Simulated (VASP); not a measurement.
# Pb (Pm-3m) in VASP: further runs

Runs on Pb. Level: LDA. Tasks: single point.

Everything below comes from runs of VASP 6.6.1. Logs are shortened: lines on timing, memory, paths and dates and some standing lists are left out, and cuts for length are marked.

## Step 1: The cell of the first run

The structure is cubic, space group Pm-3m (No. 221). Conventional cell: a = 3.014 Å, b = 3.014 Å, c = 3.014 Å, α = 90.00°, β = 90.00°, γ = 90.00°. Within 4.0 Å of Pb (site symmetry m-3m) lie 6 Pb at 3.01 Å.

## Step 2: Single point, LDA (volume scaled by 0.88)

The input, INCAR:

```
SYSTEM = Pb
PREC = Accurate
ENCUT = 520
EDIFF = 1E-6
ISMEAR = -1
SIGMA = 0.1
LREAL = .FALSE.
LASPH = .TRUE.
NELM = 80
ALGO = Normal
ISIF = 2
LWAVE = .FALSE.
LCHARG = .FALSE.
GGA = CA
NBANDS = 13
```

The input, KPOINTS:

```
regular mesh
0
G
  11 11 11
  0 0 0
```

The input, POSCAR:

```
Pb
1.0
    3.0140219188      0.0000000000      0.0000000000
    0.0000000000      3.0140219188      0.0000000000
    0.0000000000      0.0000000000      3.0140219188
Pb
1
Direct
    0.0000000000      0.0000000000      0.0000000000
```

Potentials or basis: VASP PAW LDA potentials, release 64 (Pb_d).

Started as:

```
$ cat potpaw_LDA.64/Pb_d/POTCAR > POTCAR
$ mpirun -np 1 vasp_std > vasp.out
```

OUTCAR:

```text
SYSTEM = Pb
   PREC = Accurate
   ENCUT = 520
   EDIFF = 1E-6
   ISMEAR = -1
   LREAL = .FALSE.
   LASPH = .TRUE.
   NELM = 80
   ISIF = 2
   GGA = CA

 ion  position               nearest neighbor table
   1  0.000  0.000  0.000-

  LATTYP: Found a simple cubic cell.
 ALAT       =     3.0140219188

  Lattice vectors:

 A1 = (   3.0140219188,   0.0000000000,   0.0000000000)
 A2 = (   0.0000000000,   3.0140219188,   0.0000000000)
 A3 = (   0.0000000000,   0.0000000000,   3.0140219188)

Analysis of symmetry for initial positions (statically):
=====================================================================
 Subroutine PRICEL returns:
 Original cell was already a primitive cell.

 Routine SETGRP: Setting up the symmetry group for a
 simple cubic supercell.

 Subroutine GETGRP returns: Found 48 space group operations
 (whereof 48 operations were pure point group operations)
 out of a pool of 48 trial point group operations.

The static configuration has the point symmetry O_h .

Analysis of symmetry for dynamics (positions and initial velocities):
=====================================================================
 Subroutine PRICEL returns:
 Original cell was already a primitive cell.

 Routine SETGRP: Setting up the symmetry group for a
 simple cubic supercell.

 Subroutine GETGRP returns: Found 48 space group operations
 (whereof 48 operations were pure point group operations)
 out of a pool of 48 trial point group operations.

The dynamic configuration has the point symmetry O_h .

 Subroutine INISYM returns: Found 48 space group operations
 (whereof 48 operations are pure point group operations),
 and found     1 'primitive' translations

----------------------------------------------------------------------------------------

                                     Primitive cell

  volume of cell :      27.3804

  direct lattice vectors                    reciprocal lattice vectors
     3.014021919  0.000000000  0.000000000     0.331782590  0.000000000  0.000000000
     0.000000000  3.014021919  0.000000000     0.000000000  0.331782590  0.000000000
     0.000000000  0.000000000  3.014021919     0.000000000  0.000000000  0.331782590

  length of vectors
     3.014021919  3.014021919  3.014021919     0.331782590  0.331782590  0.331782590

  position of ions in fractional coordinates (direct lattice)
     0.000000000  0.000000000  0.000000000

  ion indices of the primitive-cell ions
   primitive index   ion index
                 1           1

----------------------------------------------------------------------------------------

 KPOINTS: regular mesh

Automatic generation of k-mesh.
 Grid dimensions read from file:
 generate k-points for:   11   11   11

 Generating k-lattice:

  Cartesian coordinates                     Fractional coordinates (reciprocal lattice)
     0.030162054  0.000000000  0.000000000     0.090909091  0.000000000  0.000000000
     0.000000000  0.030162054  0.000000000     0.000000000  0.090909091  0.000000000
     0.000000000  0.000000000  0.030162054     0.000000000  0.000000000  0.090909091

  Length of vectors
     0.030162054  0.030162054  0.030162054

  Shift w.r.t. Gamma in fractional coordinates (k-lattice)
     0.000000000  0.000000000  0.000000000

 Subroutine IBZKPT returns following result:
 ===========================================

 Found     56 irreducible k-points:

 Following reciprocal coordinates:
            Coordinates               Weight
  0.000000  0.000000  0.000000      1.000000
  0.090909  0.000000  0.000000      6.000000
  0.181818  0.000000  0.000000      6.000000
  0.272727  0.000000  0.000000      6.000000
  0.363636  0.000000  0.000000      6.000000
  0.454545  0.000000  0.000000      6.000000
[... 16 lines left out ...]
  0.181818  0.090909  0.090909     24.000000
  0.272727  0.090909  0.090909     24.000000
 [... further k-points ...]
   k-points           NKPTS =     56   k-points in BZ     NKDIM =     56   number of bands    NBANDS=     13
   number of dos      NEDOS =    301   number of ions     NIONS =      1
   total plane-waves  NPLWV =  13824
   dimension x,y,z NGX =    24 NGY =   24 NGZ =   24
   dimension x,y,z NGXF=    48 NGYF=   48 NGZF=   48
   ions per type =               1
   NGX,Y,Z   is equivalent  to a cutoff of  13.24, 13.24, 13.24 a.u.
   NGXF,Y,Z  is equivalent  to a cutoff of  26.48, 26.48, 26.48 a.u.
 SYSTEM =  Pb
   PREC   = accura    normal or accurate (medium, high low for compatibility)
   ISTART =      0    job   : 0-new  1-cont  2-samecut
   ICHARG =      2    charge: 1-file 2-atom 10-const
   ISPIN  =      1    spin polarized calculation?
   LNONCOLLINEAR =      F non collinear calculations
   LSORBIT =      F    spin-orbit coupling
   LASPH  =      T    aspherical Exc in radial PAW
   ENCUT  =  520.0 eV  38.22 Ry    6.18 a.u.   5.60  5.60  5.60*2*pi/ulx,y,z
   NELM   =     80;   NELMIN=  2; NELMDL= -5     # of ELM steps
   EDIFF  = 0.1E-05   stopping-criterion for ELM
   LREAL  =      F    real-space projection
   EDIFFG = 0.1E-04   stopping-criterion for IOM
   NSW    =      0    number of steps for IOM
   IBRION =     -1    ionic relax: 0-MD 1-quasi-New 2-CG
   NFREE  =      0    steps in history (QN), initial steepest desc. (CG)
   ISIF   =      2    stress and relaxation
   ISYM   =      2    0-nonsym 1-usesym 2-fastsym
   POTIM  = 0.5000    time-step for ionic-motion
   TEBEG  =    0.0;   TEEND  =   0.0 temperature during run
   PSTRESS=    0.0 pullay stress
   NELECT =      14.0000    total number of electrons
   NUPDOWN=      -1.0000    fix difference up-down
   EMIN   =  10.00;   EMAX   =-10.00  energy-range for DOS
   EFERMI =   0.00;   METHOD = LEGACY
   ISMEAR =    -1;   SIGMA  =   0.10  broadening in eV -4-tet -1-fermi 0-gaus
   EFERMI_NEDOS =   21; number of points for ismear=-14 and -15
   IALGO  =     38    algorithm
   IMIX   =      4    mixing-type and parameters
     AMIX     =   0.40;   BMIX     =  1.00
     AMIX_MAG =   1.60;   BMIX_MAG =  1.00
  volume/ion in A,a.u.               =      27.38       184.77
  Fermi-wavevector in a.u.,A,eV,Ry     =   1.309095  2.473830 23.316702  1.713729
  Thomas-Fermi vector in A             =   2.439717
   LORBIT       =      0    0 simple, 1 ext, 2 COOP (PROOUT), +10 PAW based schemes
   GGA     = CA    functional components
   LHFCALC =     F    Hartree Fock is set to
   AEXX    =    0.0000 exact exchange contribution
   IVDW    =     0    specifies the selected vdW correction
   LEPSILON=     F    determine dielectric tensor
   LRPA    =     F    only Hartree local field effects (RPA)
 non-spin polarized calculation
  energy-cutoff  :      520.00
  volume of cell :       27.38
 maximum number of plane-waves:       747
 NGX is ok and might be reduce to    24
   NGX = 11   NGY = 11   NGZ = 11

 number of electron      14.0000004 magnetization

 Free energy of the ion-electron system (eV)
  ---------------------------------------------------
  ext. energy  EPLUGINS =         0.00000000
  ---------------------------------------------------
  free energy    TOTEN  =        -3.98940764 eV

  energy without entropy =       -3.97133444  energy(sigma->0) =       -3.98037104

 E-fermi :   7.9605     XC(G=0): -10.8473

 val. band max:        7.8905539158   @ k =   0.4545   0.4545   0.3636
 cond. band min:       8.0869948881   @ k =   0.4545   0.3636   0.1818
 fundamental gap:      0.1964409723
 Fermi energy:         7.9604613149

 k-point     1 :       0.0000    0.0000    0.0000
  band No.  band energies     occupation
      1      -9.6210      2.00000
      2      -9.6210      2.00000
      3      -8.5918      2.00000
      4      -8.5918      2.00000
      5      -8.5918      2.00000
      6      -4.6588      2.00000
      7      13.6564      0.00000
      8      13.6564      0.00000
      9      13.6564      0.00000
     10      17.4282      0.00000
     11      18.5777      0.00000
     12      18.5777      0.00000
     13      27.0755      0.00000

 k-point     2 :       0.0909    0.0000    0.0000
  band No.  band energies     occupation
      1      -9.6162      2.00000
      2      -9.5641      2.00000
      3      -8.6150      2.00000
      4      -8.6150      2.00000
      5      -8.5898      2.00000
      6      -4.5142      2.00000
      7      12.0777      0.00000
      8      13.8323      0.00000
      9      13.8323      0.00000
     10      17.8436      0.00000
     11      18.6113      0.00000
     12      19.9784      0.00000
     13      26.4326      0.00000

 k-point     3 :       0.1818    0.0000    0.0000
  band No.  band energies     occupation
      1      -9.6032      2.00000
      2      -9.4144      2.00000
      3      -8.6767      2.00000
      4      -8.6767      2.00000
      5      -8.5846      2.00000
      6      -4.0747      2.00000
      7       9.5083      0.00000
      8      14.3369      0.00000
      9      14.3369      0.00000
     10      18.1259      0.00000
     11      18.7112      0.00000
     12      22.9690      0.00000
     13      25.1649      0.00000
[... 305 lines left out ...]
 k-point    23 :       0.1818    0.0909    0.0909
  band No.  band energies     occupation
      1      -9.5144      2.00000
      2      -9.3716      2.00000
      3      -8.7044      2.00000
      4      -8.6990      2.00000
      5      -8.6313      2.00000
      6      -3.7906      2.00000
      7       9.8166      0.00000
      8      12.7790      0.00000
      9      12.9707      0.00000
     10      20.1711      0.00000
     11      20.2126      0.00000
     12      22.9215      0.00000
     13      23.9853      0.00000

 k-point    24 :       0.2727    0.0909    0.0909
  band No.  band energies     occupation
      1      -9.4977      2.00000
      2      -9.1744      2.00000
      3      -8.7879      2.00000
      4      -8.7809      2.00000
      5      -8.6238      2.00000
      6      -3.0607      2.00000
      7       7.2933      1.99747
      8      13.4893      0.00000
      9      13.6937      0.00000
     10      20.0255      0.00000
     11      20.2052      0.00000
     12      22.9280      0.00000
     13      22.9625      0.00000

 [... further k-points ...]
[... 5 lines left out ...]
  --------------------------------------------------------------------------------------
  -------------------------------------------------------------------------------------
  Total        1.5039397      1.5039397      1.5039397      0.0000000     -0.0000000      0.0000000
  in kB       88.0038730     88.0038730     88.0038730      0.0000000     -0.0000000      0.0000000
  external PRESSURE =      88.0038730 kB  Pullay stress =       0.0000000 kB

 VOLUME and BASIS-vectors are now :
 -----------------------------------------------------------------------------
  energy-cutoff  :      520.00
  volume of cell :       27.38
      direct lattice vectors                 reciprocal lattice vectors
     3.014021919  0.000000000  0.000000000     0.331782590  0.000000000  0.000000000
     0.000000000  3.014021919  0.000000000     0.000000000  0.331782590  0.000000000
     0.000000000  0.000000000  3.014021919     0.000000000  0.000000000  0.331782590

 POSITION                                       TOTAL-FORCE (eV/Angst)
 -----------------------------------------------------------------------------------
      0.00000      0.00000      0.00000         0.000000      0.000000      0.000000
 -----------------------------------------------------------------------------------
    total drift:                                0.000000     -0.000000     -0.000000

  FREE ENERGIE OF THE ION-ELECTRON SYSTEM (eV)
  ---------------------------------------------------
  free  energy   TOTEN  =        -3.9894076410 eV

  energy  without entropy=       -3.9713344445  energy(sigma->0) =       -3.98037104
```

Wall time 13 s (1 thread of AMD EPYC 7R43 (Zen 3), shared host); peak memory 0.1 GiB.

Results:

* Free energy: -3.9894 eV
* Pressure: 8.8 GPa
* Band gap on the k mesh: zero (band 7 reaches 13.66 eV, above the bottom of band 8 at 5.89 eV)

Caveat: spin-orbit coupling is left out, which moves the levels of the heavy elements.

## Step 3: Single point, LDA (volume scaled by 0.92)

The input, INCAR:

```
SYSTEM = Pb
ALGO = Normal ; EDIFF = 1E-6
ENCUT = 520 ; GGA = CA
ISIF = 2 ; ISMEAR = -1
LASPH = .TRUE. ; LCHARG = .TRUE.
LELF = .TRUE. ; LREAL = .FALSE.
LVHAR = .TRUE. ; LWAVE = .FALSE.
NBANDS = 13 ; NELM = 80
PREC = Accurate ; SIGMA = 0.1
```

The input, KPOINTS:

```
k-points
0
G
  11 11 11
  0 0 0
```

The input, POSCAR:

```
Pb
1.0
    3.0590139538      0.0000000000      0.0000000000
    0.0000000000      3.0590139538      0.0000000000
    0.0000000000      0.0000000000      3.0590139538
Pb
1
Direct
    0.0000000000      0.0000000000      0.0000000000
```

Potentials or basis: VASP PAW LDA potentials, release 64 (Pb_d).

Started as:

```
$ cat potpaw_LDA.64/Pb_d/POTCAR > POTCAR
$ mpirun -np 1 vasp_std > vasp.out
```

OUTCAR:

```text
SYSTEM = Pb
   EDIFF = 1E-6
   ENCUT = 520
   GGA = CA
   ISIF = 2
   ISMEAR = -1
   LASPH = .TRUE.
   LREAL = .FALSE.
   NELM = 80
   PREC = Accurate

 ion  position               nearest neighbor table
   1  0.000  0.000  0.000-

  LATTYP: Found a simple cubic cell.
 ALAT       =     3.0590139538

  Lattice vectors:

 A1 = (   3.0590139538,   0.0000000000,   0.0000000000)
 A2 = (   0.0000000000,   3.0590139538,   0.0000000000)
 A3 = (   0.0000000000,   0.0000000000,   3.0590139538)

[... 553 lines left out ...]
      5      -9.1549      2.00000
      6      -3.3514      2.00000
      7       6.7672      1.99654
      8      12.7466      0.00000
      9      12.9467      0.00000
     10      19.2894      0.00000
     11      19.3310      0.00000
     12      22.0086      0.00000
     13      22.0379      0.00000

 [... further k-points ...]
[... 5 lines left out ...]
  --------------------------------------------------------------------------------------
  -------------------------------------------------------------------------------------
  Total        0.9417922      0.9417922      0.9417922     -0.0000000     -0.0000000      0.0000000
  in kB       52.7134326     52.7134326     52.7134326     -0.0000000     -0.0000000      0.0000000
  external PRESSURE =      52.7134326 kB  Pullay stress =       0.0000000 kB

 VOLUME and BASIS-vectors are now :
 -----------------------------------------------------------------------------
  energy-cutoff  :      520.00
  volume of cell :       28.62
      direct lattice vectors                 reciprocal lattice vectors
     3.059013954  0.000000000  0.000000000     0.326902726  0.000000000  0.000000000
     0.000000000  3.059013954  0.000000000     0.000000000  0.326902726  0.000000000
     0.000000000  0.000000000  3.059013954     0.000000000  0.000000000  0.326902726

 POSITION                                       TOTAL-FORCE (eV/Angst)
 -----------------------------------------------------------------------------------
      0.00000      0.00000      0.00000         0.000000      0.000000      0.000000
 -----------------------------------------------------------------------------------
    total drift:                               -0.000000     -0.000000     -0.000000

  FREE ENERGIE OF THE ION-ELECTRON SYSTEM (eV)
  ---------------------------------------------------
  free  energy   TOTEN  =        -4.0438858514 eV

  energy  without entropy=       -4.0246877599  energy(sigma->0) =       -4.03428681
```

OSZICAR:

```text
N       E                     dE             d eps       ncg     rms          rms(c)
DAV:   1     0.105595609674E+03    0.10560E+03   -0.71284E+03  1508   0.127E+03
DAV:   2     0.103915294425E+01   -0.10456E+03   -0.10124E+03  1521   0.309E+02
DAV:   3    -0.394254754628E+01   -0.49817E+01   -0.49644E+01  1811   0.744E+01
DAV:   4    -0.406169640939E+01   -0.11915E+00   -0.11911E+00  1701   0.120E+01
DAV:   5    -0.406739684638E+01   -0.57004E-02   -0.57003E-02  2021   0.251E+00    0.944E-01
DAV:   6    -0.404978466686E+01    0.17612E-01   -0.19605E-02  1761   0.266E+00    0.479E-01
DAV:   7    -0.404428622732E+01    0.54984E-02   -0.89167E-03  1991   0.168E+00    0.114E-01
DAV:   8    -0.404388802269E+01    0.39820E-03   -0.61307E-04  1896   0.428E-01    0.909E-03
DAV:   9    -0.404388579464E+01    0.22281E-05   -0.18062E-05  2037   0.717E-02    0.557E-03
DAV:  10    -0.404388585142E+01   -0.56779E-07   -0.68524E-07  1213   0.975E-03
   1 F= -.40438859E+01 E0= -.40342868E+01  d E =-.191981E-01
```

stdout:

```text
POSCAR found type information on POSCAR Pb
 POSCAR found :  1 types and       1 ions
 scaLAPACK will be used
 LDA part: xc-table for (Slater(with rela. corr.)+CA(PZ))
 , standard interpolation
 POSCAR, INCAR and KPOINTS ok, starting setup
 FFT: planning ... GRIDC
 FFT: planning ... GRID_SOFT
 FFT: planning ... GRID
 WAVECAR not read
 entering main loop
```

Run time: 15 s. Hardware: 1 thread of AMD EPYC 7R43 (Zen 3), shared host; peak memory 0.1 GiB.

Results:

| Property | Result |
| --- | --- |
| Free energy | -4.0439 eV |
| Pressure | 5.3 GPa |
| Band gap on the k mesh | zero (band 7 reaches 12.94 eV, above the bottom of band 8 at 5.43 eV) |

Caveat: spin-orbit coupling is left out, which moves the levels of the heavy elements.

(Part 1 of 2 ends here.)
